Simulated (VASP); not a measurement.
A run of VASP 6.6.1:

Contents of INCAR:

```
SYSTEM = La
ALGO     = Normal         ! electronic algorithm
EDIFF    = 1E-6           ! SCF threshold, eV
ENCUT    = 520            ! plane-wave cutoff, eV
GGA      = CA             ! functional
ISIF     = 2              ! what is computed and relaxed
ISMEAR   = -1             ! smearing method
LASPH    = .TRUE.         ! aspherical terms in the spheres
LCHARG   = .FALSE.        ! write CHGCAR
LREAL    = .FALSE.        ! projectors in reciprocal space
LWAVE    = .FALSE.        ! write WAVECAR
NBANDS   = 12             ! bands
NELM     = 100            ! most SCF steps
PREC     = Accurate       ! precision mode
SIGMA    = 0.05           ! smearing width, eV
```

Contents of KPOINTS:

```
k-points
0
G
  13 13 13
  0 0 0
```

POSCAR

```
La
1.0
    3.1759406343      0.0000000000      0.0000000000
    0.0000000000      3.1759406343      0.0000000000
    0.0000000000      0.0000000000      3.1759406343
La
1
Direct
    0.0000000000      0.0000000000      0.0000000000
```

Potentials or basis: VASP PAW LDA potentials, release 64 (La).

Run with:

```console
$ cat potpaw_LDA.64/La/POTCAR > POTCAR
$ mpirun -np 1 vasp_std > vasp.out
```

Hardware: 1 thread of Intel(R) Xeon(R) Platinum 8488C (Sapphire Rapids), on a shared host.

Question: How long does it take, and how much memory?

Answer: Wall time 13 s on 1 thread of Intel(R) Xeon(R) Platinum 8488C (Sapphire Rapids), with other jobs on the host, peak memory 0.16 GiB. Counts: scf iterations 11, k points 84.
